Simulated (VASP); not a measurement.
# Sc2F3 (P6_3/mmc) in VASP: relaxation of cell and atoms with PBE

Aim: the relaxation of cell and atoms of Sc2F3 with PBE.

All numbers are computed with VASP 6.6.1; they aren't measurements. Logs are shortened: lines on timing, memory, paths and dates and some standing lists are left out, and cuts for length are marked.

### 1 The cell of the first run

It takes space group P6_3/mmc (No. 194, hexagonal). Conventional cell: a = 3.393 Å, b = 3.393 Å, c = 11.637 Å, α = 90.00°, β = 90.00°, γ = 120.00°. Sc (site symmetry -3m) has 8 F at 2.16 to 2.91 Å within 3.0 Å. Sc (site symmetry -6m2) has 5 F at 1.96 to 2.00 Å within 2.6 Å. Within 2.8 Å of F (site symmetry 3m) lie 4 Sc at 2.00 to 2.16 Å and 6 F at 2.68 to 2.80 Å. Within 2.6 Å of F (site symmetry -6m2) lie 3 Sc at 1.96 Å.

The cell was built from a structure type or drawn by symmetry, and may not be a known phase.

### 2 Relaxation of cell and atoms, PBE

The input, INCAR:

```
  PREC = Accurate
  ENCUT = 600
  EDIFF = 1E-7
  ISMEAR = 0
  SIGMA = 0.2
  LREAL = False
  LASPH = True
  NELM = 120
  ALGO = Normal
  ISIF = 3
  LWAVE = False
  LCHARG = False
  GGA = PE
  IBRION = 2
  NSW = 36
  EDIFFG = -0.08
  GGA_COMPAT = False
  NELMIN = 4
```

The input, KPOINTS:

```
Automatic mesh
0
Gamma
  5 5 2
```

The input, POSCAR:

```
Sc2F3
1.0
    3.3928463600      0.0000000000      0.0000000000
   -1.6964231800      2.9382911300      0.0000000000
    0.0000000000      0.0000000000     11.6373215500
Sc F
4 6
Direct
    0.0000000000      0.0000000000      0.0000000000
    0.0000000000      0.0000000000      0.5000000000
    0.3333333300      0.6666666700      0.2500000000
    0.6666666700      0.3333333300      0.7500000000
    0.3333333300      0.6666666700      0.0784859700
    0.6666666700      0.3333333300      0.5784859700
    0.6666666700      0.3333333300      0.9215140300
    0.3333333300      0.6666666700      0.4215140300
    0.0000000000      0.0000000000      0.2500000000
    0.0000000000      0.0000000000      0.7500000000
```

Potentials or basis: VASP PAW PBE potentials, release 64 (Sc_sv, F).

Run with:

```console
> cat potpaw_PBE.64/Sc_sv/POTCAR potpaw_PBE.64/F/POTCAR > POTCAR
> mpirun -np 1 vasp_std > vasp.out
```

OUTCAR:

```text
PREC = Accurate
   ENCUT = 600
   EDIFF = 1E-7
   ISMEAR = 0
   LREAL = False
   LASPH = True
   NELM = 120
   ISIF = 3
   GGA = PE
   IBRION = 2
   NSW = 36
   EDIFFG = -0.08
   NELMIN = 4

 ion  position               nearest neighbor table
   1  0.000  0.000  0.000-   5 2.16   7 2.16   5 2.16   7 2.16   7 2.16   5 2.16
   2  0.000  0.000  0.500-   6 2.16   8 2.16   8 2.16   6 2.16   6 2.16   8 2.16
   3  0.333  0.667  0.250-   9 1.96   9 1.96   9 1.96   5 2.00   8 2.00
   4  0.667  0.333  0.750-  10 1.96  10 1.96  10 1.96   6 2.00   7 2.00
   5  0.333  0.667  0.078-   3 2.00   1 2.16   1 2.16   1 2.16
   6  0.667  0.333  0.578-   4 2.00   2 2.16   2 2.16   2 2.16
   7  0.667  0.333  0.922-   4 2.00   1 2.16   1 2.16   1 2.16
   8  0.333  0.667  0.422-   3 2.00   2 2.16   2 2.16   2 2.16
   9  0.000  0.000  0.250-   3 1.96   3 1.96   3 1.96
  10  0.000  0.000  0.750-   4 1.96   4 1.96   4 1.96

  LATTYP: Found a hexagonal cell.
 ALAT       =     3.3928463600
 C/A-ratio  =     3.4299583050

  Lattice vectors:

 A1 = (   3.3928463600,   0.0000000000,   0.0000000000)
 A2 = (  -1.6964231800,   2.9382911300,   0.0000000000)
 A3 = (   0.0000000000,   0.0000000000,  11.6373215500)

Analysis of symmetry for initial positions (statically):
=====================================================================
 Subroutine PRICEL returns:
 Original cell was already a primitive cell.

 Routine SETGRP: Setting up the symmetry group for a
 hexagonal supercell.

 Subroutine GETGRP returns: Found 24 space group operations
 (whereof 12 operations were pure point group operations)
 out of a pool of 24 trial point group operations.

The static configuration has the point symmetry D_3d.
 The point group associated with its full space group is D_6h.

Analysis of symmetry for dynamics (positions and initial velocities):
=====================================================================
 Subroutine PRICEL returns:
 Original cell was already a primitive cell.

 Routine SETGRP: Setting up the symmetry group for a
 hexagonal supercell.

 Subroutine GETGRP returns: Found 24 space group operations
 (whereof 12 operations were pure point group operations)
 out of a pool of 24 trial point group operations.

The dynamic configuration has the point symmetry D_3d.
 The point group associated with its full space group is D_6h.

 Subroutine INISYM returns: Found 24 space group operations
 (whereof 12 operations are pure point group operations),
 and found     1 'primitive' translations

----------------------------------------------------------------------------------------

                                     Primitive cell

  volume of cell :     116.0144

  direct lattice vectors                    reciprocal lattice vectors
     3.392846360  0.000000000  0.000000000     0.294737779  0.170166936  0.000000000
    -1.696423180  2.938291130  0.000000000     0.000000000  0.340333873  0.000000000
     0.000000000  0.000000000 11.637321550     0.000000000  0.000000000  0.085930426

  length of vectors
     3.392846360  3.392846352 11.637321550     0.340333872  0.340333873  0.085930426

  position of ions in fractional coordinates (direct lattice)
     0.000000000  0.000000000  0.000000000
     0.000000000  0.000000000  0.500000000
     0.333333330  0.666666670  0.250000000
     0.666666670  0.333333330  0.750000000
     0.333333330  0.666666670  0.078485970
     0.666666670  0.333333330  0.578485970
     0.666666670  0.333333330  0.921514030
     0.333333330  0.666666670  0.421514030
     0.000000000  0.000000000  0.250000000
     0.000000000  0.000000000  0.750000000

  ion indices of the primitive-cell ions
   primitive index   ion index
                 1           1
                 2           2
                 3           3
                 4           4
                 5           5
                 6           6
                 7           7
                 8           8
                 9           9
                10          10

----------------------------------------------------------------------------------------

 KPOINTS: Automatic mesh

Automatic generation of k-mesh.
 Grid dimensions read from file:
 generate k-points for:    5    5    2

 Generating k-lattice:

  Cartesian coordinates                     Fractional coordinates (reciprocal lattice)
     0.058947556  0.034033387  0.000000000     0.200000000 -0.000000000  0.000000000
     0.000000000  0.068066775  0.000000000     0.000000000  0.200000000  0.000000000
     0.000000000  0.000000000  0.042965213     0.000000000  0.000000000  0.500000000

  Length of vectors
     0.068066774  0.068066775  0.042965213

  Shift w.r.t. Gamma in fractional coordinates (k-lattice)
     0.000000000  0.000000000  0.000000000

 Subroutine IBZKPT returns following result:
 ===========================================

 Found     10 irreducible k-points:

 Following reciprocal coordinates:
            Coordinates               Weight
  0.000000  0.000000  0.000000      1.000000
  0.200000  0.000000  0.000000      6.000000
  0.400000  0.000000  0.000000      6.000000
  0.200000  0.200000  0.000000      6.000000
  0.400000  0.200000  0.000000      6.000000
  0.000000  0.000000  0.500000      1.000000
  0.200000  0.000000  0.500000      6.000000
  0.400000  0.000000  0.500000      6.000000
  0.200000  0.200000  0.500000      6.000000
  0.400000  0.200000  0.500000      6.000000
   k-points           NKPTS =     10   k-points in BZ     NKDIM =     10   number of bands    NBANDS=     51
   number of dos      NEDOS =    301   number of ions     NIONS =     10
   total plane-waves  NPLWV =  75264
   dimension x,y,z NGX =    28 NGY =   28 NGZ =   96
   dimension x,y,z NGXF=    56 NGYF=   56 NGZF=  192
   ions per type =               4   6
   NGX,Y,Z   is equivalent  to a cutoff of  13.72, 13.72, 13.71 a.u.
   NGXF,Y,Z  is equivalent  to a cutoff of  27.44, 27.44, 27.43 a.u.
 SYSTEM =  unknown system
   PREC   = accura    normal or accurate (medium, high low for compatibility)
   ISTART =      0    job   : 0-new  1-cont  2-samecut
   ICHARG =      2    charge: 1-file 2-atom 10-const
   ISPIN  =      1    spin polarized calculation?
   LNONCOLLINEAR =      F non collinear calculations
   LSORBIT =      F    spin-orbit coupling
   LASPH  =      T    aspherical Exc in radial PAW
   ENCUT  =  600.0 eV  44.10 Ry    6.64 a.u.   6.78  6.78 23.24*2*pi/ulx,y,z
   NELM   =    120;   NELMIN=  4; NELMDL= -5     # of ELM steps
   EDIFF  = 0.1E-06   stopping-criterion for ELM
   LREAL  =      F    real-space projection
   EDIFFG = -.8E-01   stopping-criterion for IOM
   NSW    =     36    number of steps for IOM
   IBRION =      2    ionic relax: 0-MD 1-quasi-New 2-CG
   NFREE  =      1    steps in history (QN), initial steepest desc. (CG)
   ISIF   =      3    stress and relaxation
   ISYM   =      2    0-nonsym 1-usesym 2-fastsym
   POTIM  = 0.5000    time-step for ionic-motion
   TEBEG  =    0.0;   TEEND  =   0.0 temperature during run
   PSTRESS=    0.0 pullay stress
   NELECT =      86.0000    total number of electrons
   NUPDOWN=      -1.0000    fix difference up-down
   EMIN   =  10.00;   EMAX   =-10.00  energy-range for DOS
   EFERMI =   0.00;   METHOD = LEGACY
   ISMEAR =     0;   SIGMA  =   0.20  broadening in eV -4-tet -1-fermi 0-gaus
   EFERMI_NEDOS =   21; number of points for ismear=-14 and -15
   IALGO  =     38    algorithm
   IMIX   =      4    mixing-type and parameters
     AMIX     =   0.40;   BMIX     =  1.00
     AMIX_MAG =   1.60;   BMIX_MAG =  1.00
  volume/ion in A,a.u.               =      11.60        78.29
  Fermi-wavevector in a.u.,A,eV,Ry     =   1.481620  2.799857 29.867498  2.195199
  Thomas-Fermi vector in A             =   2.595508
   LORBIT       =      0    0 simple, 1 ext, 2 COOP (PROOUT), +10 PAW based schemes
   GGA     = PE    functional components
   LHFCALC =     F    Hartree Fock is set to
   AEXX    =    0.0000 exact exchange contribution
   IVDW    =     0    specifies the selected vdW correction
   LEPSILON=     F    determine dielectric tensor
   LRPA    =     F    only Hartree local field effects (RPA)
 conjugate gradient relaxation of ions
 non-spin polarized calculation
 Gauss-broadening in eV      SIGMA  =   0.20
  energy-cutoff  :      600.00
  volume of cell :      116.01
 maximum number of plane-waves:      3886
 NGX is ok and might be reduce to    28
   NGX = 13   NGY = 13   NGZ = 47

--------------------------------------- Ionic step        1  -------------------------------------------

 number of electron      85.9999973 magnetization

 Free energy of the ion-electron system (eV)
  ---------------------------------------------------
  ext. energy  EPLUGINS =         0.00000000
  ---------------------------------------------------
  free energy    TOTEN  =       -59.27022173 eV

  energy without entropy =      -59.11032685  energy(sigma->0) =      -59.19027429

------------------------ aborting loop because EDIFF is reached ----------------------------------------

  FORCE on cell =-STRESS in cart. coord.  units (eV):
  Direction    XX          YY          ZZ          XY          YZ          ZX
  --------------------------------------------------------------------------------------
  -------------------------------------------------------------------------------------
  Total       28.0364712     28.0364710     19.9778305      0.0000000     -0.0000000      0.0000000
  in kB      387.1879926    387.1879903    275.8969215      0.0000000     -0.0000000      0.0000000
  external PRESSURE =     350.0909681 kB  Pullay stress =       0.0000000 kB
[... 161 lines left out ...]
  energy  without entropy=      -62.1218215462  energy(sigma->0) =      -62.22164937

--------------------------------------- Ionic step        5  -------------------------------------------

 number of electron      85.9999989 magnetization

 E-fermi :   5.3417     XC(G=0):  -9.9652

 val. band max:        5.3089662408   @ k =   0.2000   0.2000   0.5000
 cond. band min:       5.3833113516   @ k =   0.2000   0.2000   0.0000
 fundamental gap:      0.0743451108
 Fermi energy:         5.3416658024

 k-point     1 :       0.0000    0.0000    0.0000
  band No.  band energies     occupation
      1     -46.0600      2.00000
      2     -46.0598      2.00000
      3     -45.8436      2.00000
      4     -45.8434      2.00000
      5     -24.9278      2.00000
      6     -24.8178      2.00000
[... 614 lines left out ...]
  energy  without entropy=      -62.5025956509  energy(sigma->0) =      -62.57643510

--------------------------------------- Ionic step        7  -------------------------------------------

 number of electron      86.0000025 magnetization

 E-fermi :   5.5577     XC(G=0): -10.2602

 val. band max:        5.5431944634   @ k =   0.2000   0.2000   0.0000
 cond. band min:       5.6697624988   @ k =   0.4000   0.0000   0.0000
 fundamental gap:      0.1265680354
 Fermi energy:         5.5577010908

 k-point     1 :       0.0000    0.0000    0.0000
  band No.  band energies     occupation
      1     -45.7356      2.00000
      2     -45.7351      2.00000
      3     -45.3872      2.00000
      4     -45.3867      2.00000
      5     -24.4640      2.00000
      6     -24.3920      2.00000
[... 570 lines left out ...]
  energy  without entropy=      -62.3215369816  energy(sigma->0) =      -62.38069722

--------------------------------------- Ionic step        8  -------------------------------------------

 number of electron      86.0000005 magnetization

 Free energy of the ion-electron system (eV)
  ---------------------------------------------------
  ext. energy  EPLUGINS =         0.00000000
  ---------------------------------------------------
  free energy    TOTEN  =       -62.68264813 eV

  energy without entropy =      -62.55059985  energy(sigma->0) =      -62.61662399

 E-fermi :   5.4372     XC(G=0): -10.1121

 val. band max:        5.3945217683   @ k =   0.2000   0.2000   0.0000
 cond. band min:       5.5298536826   @ k =   0.4000   0.0000   0.5000
 fundamental gap:      0.1353319143
 Fermi energy:         5.4372429197

 k-point     1 :       0.0000    0.0000    0.0000
  band No.  band energies     occupation
      1     -45.9341      2.00000
      2     -45.9338      2.00000
      3     -45.6183      2.00000
      4     -45.6180      2.00000
      5     -24.7083      2.00000
      6     -24.5887      2.00000
[... 566 lines left out ...]
  FREE ENERGIE OF THE ION-ELECTRON SYSTEM (eV)
  ---------------------------------------------------
  free  energy   TOTEN  =       -62.6826481287 eV

  energy  without entropy=      -62.5505998530  energy(sigma->0) =      -62.61662399

 reached required accuracy - stopping structural energy minimisation
```

Run time: 20 min. Hardware: 1 thread of Intel Xeon 8259CL, shared host; peak memory 0.3 GiB.

Results:

```yaml
Free_energy: -62.6826 eV
Relaxed_volume: 14.37 Å³/atom
Relaxed_cell: a = 3.761 Å, b = 3.761 Å, c = 11.730 Å, α = 90.00°, β = 90.00°, γ = 120.00°
Space_group_after_relaxing_to_0.1_Å: P6_3/mmc (No. 194)
Energy_gained_by_relaxing: 341.2 meV/atom
Ionic_steps: 8
Pressure_after_relaxing: -0.3 GPa
Largest_force_after_relaxing: 0.058 eV/Å
Band_gap_on_the_k_mesh: zero (bands 43 and 44 overlap by 0.61 eV)
```

Forces in eV/Å, atoms in the order of the input:
```
Sc   0.000  0.000  0.000
Sc   0.000  0.000  0.000
Sc   0.000  0.000  0.000
Sc   0.000  0.000  0.000
F    0.000  0.000 -0.058
F    0.000  0.000 -0.058
F    0.000  0.000  0.058
F    0.000  0.000  0.058
F    0.000  0.000  0.000
F    0.000  0.000  0.000
```

Stress tensor (GPa, compression positive):
```
-0.48  0.00  0.00
 0.00 -0.48  0.00
 0.00  0.00  0.04
```

Step by step:
```csv
step,energy change (eV),largest force (eV/Å),pressure (GPa),volume (Å³)
1,0.0000,1.4677,35.01,116.01
2,-2.6615,0.4697,-7.88,163.93
3,-3.0506,0.7032,-0.47,147.84
4,-3.0513,0.6917,-0.87,148.53
5,-3.1597,0.6212,-0.83,147.70
6,-3.3801,0.2677,-0.59,145.15
7,-3.1696,0.7144,0.88,139.73
8,-3.4124,0.0576,-0.30,143.71
```

Final structure:
```yaml
crystal:
  lattice:
    - [3.76130, 0.00000, 0.00000]
    - [-1.88065, 3.25738, 0.00000]
    - [0.00000, 0.00000, 11.72964]
  atoms:
    - { symbol: Sc, position: [0.00000, 0.00000, 0.00000] }
    - { symbol: Sc, position: [0.00000, 0.00000, 0.50000] }
    - { symbol: Sc, position: [0.33333, 0.66667, 0.25000] }
    - { symbol: Sc, position: [0.66667, 0.33333, 0.75000] }
    - { symbol: F, position: [0.33333, 0.66667, 0.05986] }
    - { symbol: F, position: [0.66667, 0.33333, 0.55986] }
    - { symbol: F, position: [0.66667, 0.33333, 0.94014] }
    - { symbol: F, position: [0.33333, 0.66667, 0.44014] }
    - { symbol: F, position: [0.00000, 0.00000, 0.25000] }
    - { symbol: F, position: [0.00000, 0.00000, 0.75000] }
```

Levels at points of the mesh, in eV from the Fermi level:
| k point | band 39 | band 40 | band 41 | band 42 | band 43 | band 44 | band 45 | band 46 |
| --- | --- | --- | --- | --- | --- | --- | --- | --- |
| (0.00, 0.00, 0.00) | -7.75 | -7.58 | -1.84 | -0.80 | 0.28 | 0.32 | 0.32 | 0.44 |
| (0.00, 0.00, 0.50) | -7.78 | -7.78 | -1.42 | -1.42 | 0.38 | 0.38 | 0.38 | 0.38 |

Caveat: the k points lie up to 0.39 Å⁻¹ apart in the final cell, too coarse for converged energies and pressures of a metal; the volume moved by over 15 % at a fixed basis, so the end points are rough; the relaxation stopped at a loose force limit of 0.08 eV/Å, so its end isn't a converged minimum.
